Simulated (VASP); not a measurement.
# Rb (P6/mmm) in VASP: notebook

Rb is run at these levels: PBE; tasks: relaxation of cell and atoms.

All numbers are computed with VASP 6.6.1; they aren't measurements. Logs are shortened: lines on timing, memory, paths and dates and some standing lists are left out, and cuts for length are marked.

### 1 The cell of the first run

It takes space group P6/mmm (No. 191, hexagonal). Conventional cell: a = 7.493 Å, b = 7.493 Å, c = 4.465 Å, α = 90.00°, β = 90.00°, γ = 120.00°. Rb (site symmetry 6/mmm) has 14 Rb at 4.47 to 4.87 Å within 5.9 Å. Within 5.7 Å of Rb (site symmetry -6m2) lie 11 Rb at 4.33 to 4.87 Å.

This isn't the form of Rb at room conditions, which is bcc.

### 2 Relaxation of cell and atoms, PBE, target pressure 1 GPa, at which the enthalpy is minimised

INCAR

```
PREC     = Accurate       # precision mode
ENCUT    = 600            # plane-wave cutoff, eV
EDIFF    = 1E-6           # SCF threshold, eV
ISMEAR   = -1             # smearing method
SIGMA    = 0.08           # smearing width, eV
LREAL    = False          # projectors in reciprocal space
LASPH    = True           # aspherical terms in the spheres
NELM     = 80             # most SCF steps
ALGO     = Normal         # electronic algorithm
ISIF     = 3              # what is computed and relaxed
LWAVE    = False          # write WAVECAR
LCHARG   = False          # write CHGCAR
GGA      = PE             # functional
IBRION   = 2              # ionic algorithm
NSW      = 32             # ionic steps
EDIFFG   = -0.005         # ionic threshold
PSTRESS  = 10.0
```

KPOINTS

```
regular mesh
0
Gamma
  5 5 7
```

POSCAR

```
Rb
1.0
    7.4930833767      0.0000000000      0.0000000000
   -3.7465416883      6.4892005569      0.0000000000
    0.0000000000      0.0000000000      4.4653604517
Rb
3
Direct
    0.0000000000      0.0000000000      0.0000000000
    0.3333333333      0.6666666667      0.5000000000
    0.6666666667      0.3333333333      0.5000000000
```

Potentials or basis: VASP PAW PBE potentials, release 64 (Rb_sv).

Command:

```console
> cat potpaw_PBE.64/Rb_sv/POTCAR > POTCAR
> mpirun -np 1 vasp_std > vasp.out
```

OUTCAR:

```text
PREC = Accurate
   ENCUT = 600
   EDIFF = 1E-6
   ISMEAR = -1
   LREAL = False
   LASPH = True
   NELM = 80
   ISIF = 3
   GGA = PE
   IBRION = 2
   NSW = 32
   EDIFFG = -0.005
   PSTRESS = 10.0

 ion  position               nearest neighbor table
   1  0.000  0.000  0.000-   2 4.87   3 4.87   2 4.87   3 4.87   2 4.87   2 4.87   3 4.87   3 4.87
                             3 4.87   3 4.87   2 4.87   2 4.87
   2  0.333  0.667  0.500-   3 4.33   3 4.33   3 4.33   1 4.87   1 4.87   1 4.87   1 4.87   1 4.87
                             1 4.87
   3  0.667  0.333  0.500-   2 4.33   2 4.33   2 4.33   1 4.87   1 4.87   1 4.87   1 4.87   1 4.87
                             1 4.87

  LATTYP: Found a hexagonal cell.
 ALAT       =     7.4930833767
 C/A-ratio  =     0.5959309709

  Lattice vectors:

 A1 = (   7.4930833767,   0.0000000000,   0.0000000000)
 A2 = (  -3.7465416883,   6.4892005569,   0.0000000000)
 A3 = (   0.0000000000,   0.0000000000,   4.4653604517)

Analysis of symmetry for initial positions (statically):
=====================================================================
 Subroutine PRICEL returns:
 Original cell was already a primitive cell.

 Routine SETGRP: Setting up the symmetry group for a
 hexagonal supercell.

 Subroutine GETGRP returns: Found 24 space group operations
 (whereof 24 operations were pure point group operations)
 out of a pool of 24 trial point group operations.

The static configuration has the point symmetry D_6h.

Analysis of symmetry for dynamics (positions and initial velocities):
=====================================================================
 Subroutine PRICEL returns:
 Original cell was already a primitive cell.

 Routine SETGRP: Setting up the symmetry group for a
 hexagonal supercell.

 Subroutine GETGRP returns: Found 24 space group operations
 (whereof 24 operations were pure point group operations)
 out of a pool of 24 trial point group operations.

The dynamic configuration has the point symmetry D_6h.

 Subroutine INISYM returns: Found 24 space group operations
 (whereof 24 operations are pure point group operations),
 and found     1 'primitive' translations

----------------------------------------------------------------------------------------

                                     Primitive cell

  volume of cell :     217.1242

  direct lattice vectors                    reciprocal lattice vectors
[... 86 lines left out ...]
   EDIFFG = -.5E-02   stopping-criterion for IOM
   NSW    =     32    number of steps for IOM
   IBRION =      2    ionic relax: 0-MD 1-quasi-New 2-CG
   NFREE  =      1    steps in history (QN), initial steepest desc. (CG)
   ISIF   =      3    stress and relaxation
   ISYM   =      2    0-nonsym 1-usesym 2-fastsym
   POTIM  = 0.5000    time-step for ionic-motion
   TEBEG  =    0.0;   TEEND  =   0.0 temperature during run
   PSTRESS=   10.0 pullay stress
   NELECT =      27.0000    total number of electrons
   NUPDOWN=      -1.0000    fix difference up-down
   EMIN   =  10.00;   EMAX   =-10.00  energy-range for DOS
   EFERMI =   0.00;   METHOD = LEGACY
   ISMEAR =    -1;   SIGMA  =   0.08  broadening in eV -4-tet -1-fermi 0-gaus
   EFERMI_NEDOS =   21; number of points for ismear=-14 and -15
   IALGO  =     38    algorithm
   IMIX   =      4    mixing-type and parameters
     AMIX     =   0.40;   BMIX     =  1.00
     AMIX_MAG =   1.60;   BMIX_MAG =  1.00
  volume/ion in A,a.u.               =      72.37       488.41
  Fermi-wavevector in a.u.,A,eV,Ry     =   0.817134  1.544160  9.084720  0.667708
  Thomas-Fermi vector in A             =   1.927527
   LORBIT       =      0    0 simple, 1 ext, 2 COOP (PROOUT), +10 PAW based schemes
   GGA     = PE    functional components
   LHFCALC =     F    Hartree Fock is set to
   AEXX    =    0.0000 exact exchange contribution
   IVDW    =     0    specifies the selected vdW correction
   LEPSILON=     F    determine dielectric tensor
   LRPA    =     F    only Hartree local field effects (RPA)
 conjugate gradient relaxation of ions
 non-spin polarized calculation
  energy-cutoff  :      600.00
  volume of cell :      217.12
 maximum number of plane-waves:      7283
 NGX is ok and might be reduce to    60

 number of electron      27.0000000 magnetization

 Free energy of the ion-electron system (eV)
  ---------------------------------------------------
  ext. energy  EPLUGINS =         0.00000000
  ---------------------------------------------------
  free energy    TOTEN  =        -2.66696742 eV

  energy without entropy =       -2.61892902  energy(sigma->0) =       -2.64294822

 E-fermi :   0.5827     XC(G=0):  -6.0502

 val. band max:        0.5675416197   @ k =   0.2000   0.2000   0.1429
 cond. band min:       0.7721130348   @ k =   0.4000   0.2000   0.4286
 fundamental gap:      0.2045714151
 Fermi energy:         0.5827441311

 k-point     1 :       0.0000    0.0000    0.0000
  band No.  band energies     occupation
      1     -28.2759      2.00000
      2     -28.2601      2.00000
      3     -28.1480      2.00000
      4     -12.4538      2.00000
      5     -12.4538      2.00000
      6     -12.3401      2.00000
[... 377 lines left out ...]
      4     -12.4645      2.00000
      5     -12.4487      2.00000
      6     -12.4345      2.00000
[... 9 lines left out ...]
     16       1.7108      0.00000
     17       1.7741      0.00000

------------------------ aborting loop because EDIFF is reached ----------------------------------------

  FORCE on cell =-STRESS in cart. coord.  units (eV):
  Direction    XX          YY          ZZ          XY          YZ          ZX
  --------------------------------------------------------------------------------------
  -------------------------------------------------------------------------------------
  Total        1.3601766      1.3601766      1.3596549      0.0000000     -0.0000000      0.0000000
  in kB       10.0368537     10.0368537     10.0330039      0.0000000     -0.0000000      0.0000000
  external PRESSURE =       0.0355705 kB  Pullay stress =      10.0000000 kB

 VOLUME and BASIS-vectors are now :
 -----------------------------------------------------------------------------
  energy-cutoff  :      600.00
  volume of cell :      217.12
      direct lattice vectors                 reciprocal lattice vectors
     7.493083377  0.000000000  0.000000000     0.133456409  0.077051094  0.000000000
    -3.746541688  6.489200557  0.000000000     0.000000000  0.154102187  0.000000000
     0.000000000  0.000000000  4.465360452     0.000000000  0.000000000  0.223946087

 POSITION                                       TOTAL-FORCE (eV/Angst)
 -----------------------------------------------------------------------------------
      0.00000      0.00000      0.00000        -0.000000     -0.000000     -0.000000
     -0.00000      4.32613      2.23268         0.000000     -0.000000     -0.000000
      3.74654      2.16307      2.23268        -0.000000      0.000000      0.000000
 -----------------------------------------------------------------------------------
    total drift:                                0.000000     -0.000000      0.000000

  FREE ENERGIE OF THE ION-ELECTRON SYSTEM (eV)
  ---------------------------------------------------
  free  energy   TOTEN  =        -2.6669674160 eV

  energy  without entropy=       -2.6189290198  energy(sigma->0) =       -2.64294822

  enthalpy is  TOTEN    =        -1.3117851771 eV   P V=        1.3551822389

 reached required accuracy - stopping structural energy minimisation
```

CONTCAR:

```text
Rb
   1.00000000000000
     7.4930833766999996    0.0000000000000000    0.0000000000000000
    -3.7465416882999998    6.4892005569000002    0.0000000000000000
     0.0000000000000000    0.0000000000000000    4.4653604516999996
  Rb
     3
Direct
     0.0000000000000000    0.0000000000000000    0.0000000000000000
     0.3333333332999970    0.6666666667000030    0.5000000000000000
     0.6666666667000030    0.3333333332999970    0.5000000000000000

  0.00000000E+00  0.00000000E+00  0.00000000E+00
  0.00000000E+00  0.00000000E+00  0.00000000E+00
  0.00000000E+00  0.00000000E+00  0.00000000E+00
```

Run time: 33 s. Hardware: 1 thread of Intel Xeon 6975P-C (Granite Rapids), shared host; peak memory 0.36 GiB.

What came out:

```
Free energy             : -2.6670 eV
Pressure after relaxing : 1.0 GPa
Band gap on the k mesh  : zero (an odd number of electrons rules out a gap without spin polarisation)
```

Final structure:
```cif
data_structure
_symmetry_space_group_name_H-M 'P 1'
_symmetry_Int_Tables_number 1
_cell_length_a 7.4931
_cell_length_b 7.4931
_cell_length_c 4.4654
_cell_angle_alpha 90.000
_cell_angle_beta 90.000
_cell_angle_gamma 120.000
_cell_volume 217.12
loop_
_atom_site_label
_atom_site_type_symbol
_atom_site_fract_x
_atom_site_fract_y
_atom_site_fract_z
_atom_site_occupancy
Rb1 Rb 0.00000 0.00000 0.00000 1
Rb2 Rb 0.33333 0.66667 0.50000 1
Rb3 Rb 0.66667 0.33333 0.50000 1
```

Levels at points of the mesh, in eV from the Fermi level:
| k point | band 11 | band 12 | band 13 | band 14 | band 15 | band 16 |
| --- | --- | --- | --- | --- | --- | --- |
| (0.00, 0.00, 0.00) | -12.80 | -12.76 | -2.27 | 1.15 | 1.16 | 1.17 |

Caveat: the relaxation stopped at its first step, so nothing moved; the cell is relaxed towards a set pressure, so the run minimises the enthalpy, not the energy.

### 3 Relaxation of cell and atoms, PBE, target pressure 1 GPa, at which the enthalpy is minimised

This run uses another cell than the first one, of the same volume but with other edges.

INCAR

```
ALGO = Normal ; EDIFF = 1E-6
EDIFFG = -0.005 ; ENCUT = 600
GGA = PE ; IBRION = 2
ISIF = 3 ; ISMEAR = -1
LASPH = T ; LCHARG = F
LREAL = F ; LWAVE = F
NELM = 80 ; NSW = 60
PREC = Accurate ; PSTRESS = 10.0
SIGMA = 0.08
```

KPOINTS

```
k-points
0
Gamma
  5 5 7
```

POSCAR

```
Rb
1.0
    7.3969176454      0.0000000000      0.0000000000
   -3.6984588227      6.4059185906      0.0000000000
    0.0000000000      0.0000000000      4.5860889402
Rb
3
Direct
    0.0000000000      0.0000000000      0.0000000000
    0.3333333333      0.6666666667      0.5000000000
    0.6666666667      0.3333333333      0.5000000000
```

Potentials or basis: VASP PAW PBE potentials, release 64 (Rb_sv).

Command:

```console
> cat potpaw_PBE.64/Rb_sv/POTCAR > POTCAR
> mpirun -np 1 vasp_std > vasp.out
```

Run time: 1.7 min. Hardware: 1 thread of Intel Xeon 6975P-C (Granite Rapids), shared host; peak memory 0.41 GiB.

Results (log left out):

| Item | Value |
| --- | --- |
| Free energy | -2.6680 eV |
| Relaxed volume | 72.43 Å³/atom |
| Relaxed cell | a = 7.497 Å, b = 7.497 Å, c = 4.464 Å, α = 90.00°, β = 90.00°, γ = 120.00° |
| Space group after relaxing (to 0.1 Å) | P6/mmm (No. 191) |
| Energy change on relaxing (the run minimises the enthalpy) | -2.0 meV/atom |
| Ionic steps | 4 |
| Pressure after relaxing | 1.0 GPa |
| Band gap on the k mesh | zero (an odd number of electrons rules out a gap without spin polarisation) |

The path:
```csv
step,energy change (eV),largest force (eV/Å),pressure (GPa),volume (Å³)
1,0.0000,0.0000,1.00,217.31
2,-0.0021,0.0000,1.00,217.32
3,-0.0057,0.0000,1.00,217.31
4,-0.0060,0.0000,1.00,217.28
```

Final structure:
```yaml
crystal:
  lattice:
    - [7.49688, 0.00000, 0.00000]
    - [-3.74844, 6.49249, 0.00000]
    - [0.00000, 0.00000, 4.46412]
  atoms:
    - { symbol: Rb, position: [0.00000, 0.00000, 0.00000] }
    - { symbol: Rb, position: [0.33333, 0.66667, 0.50000] }
    - { symbol: Rb, position: [0.66667, 0.33333, 0.50000] }
```

Levels at points of the mesh, in eV from the Fermi level:
```tsv
k point	band 9	band 10	band 11	band 12	band 13	band 14	band 15	band 16	band 17
(0.00, 0.00, 0.00)	-12.85	-12.80	-12.80	-12.76	-2.27	1.15	1.16	1.16	1.17
```

Caveat: the cell is relaxed towards a set pressure, so the run minimises the enthalpy, not the energy.
